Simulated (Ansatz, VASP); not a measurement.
**One calculation of SrAgO3, two programs**

The input INCAR:

```
ALGO = Normal
EDIFF = 1E-6
ENCUT = 520
ISIF = 2
ISMEAR = -1
LASPH = T
LCHARG = F
LREAL = F
LWAVE = F
NBANDS = 28
NELM = 60
PREC = Accurate
SIGMA = 0.15
```

Contents of KPOINTS:

```
k-points
0
Gamma
  6 6 6
```

The input POSCAR:

```
SrAgO3
1.0
    4.2105372590      0.0000000000      0.0000000000
    0.0000000000      4.2105372590      0.0000000000
    0.0000000000      0.0000000000      4.2105372590
Sr Ag O
1 1 3
Direct
    0.0000000000      0.0000000000      0.0000000000
    0.5000000000      0.5000000000      0.5000000000
    0.5000000000      0.5000000000      0.0000000000
    0.5000000000      0.0000000000      0.5000000000
    0.0000000000      0.5000000000      0.5000000000
```

Input for Ansatz:

```yaml
crystal:
  lattice:
    - [4.210537258987238, 0.0, 0.0]
    - [0.0, 4.210537258987238, 0.0]
    - [0.0, 0.0, 4.210537258987238]
  atoms:
    - { symbol: Sr, position: [0.0, 0.0, 0.0] }
    - { symbol: Ag, position: [0.5, 0.5, 0.5] }
    - { symbol: O, position: [0.5, 0.5, 0.0] }
    - { symbol: O, position: [0.5, 0.0, 0.5] }
    - { symbol: O, position: [0.0, 0.5, 0.5] }
basis:
  ecutwfc: 500.0
kpoints:
  mp_grid:
    grid: [6, 6, 6]
hamiltonian:
  xc: lda
  pseudopotentials:
    kind: paw
scf:
  convergence:
    dr2_threshold: 1.0e-09
  occupations:
    method: fermi_dirac
    width: 0.15
output:
  stress: true
```

Alike in both runs: task single point; functional LDA; k mesh 6 × 6 × 6; occupations fermi-dirac, width 0.15 eV; no spin polarisation.

```csv
,VASP,Ansatz
version,VASP 6.6.1,Ansatz 0.2.0
potentials or method,"VASP PAW LDA potentials, release 64 (Sr_sv, Ag, O), cutoff 520 eV","plane waves, PAW"
valence electrons in the cell,39,47
```

```csv
,VASP,Ansatz,Ansatz less VASP
pressure (GPa),-15.9,-16.2,-0.26
```

LDA's correlation is that of Perdew and Zunger in VASP and of Perdew and Wang (1992) in Ansatz. VASP's potentials hold 39 valence electrons a cell and Ansatz's 47, so a difference there can come from the potentials and not from the codes. Ansatz's warnings: stress scf threshold loose.
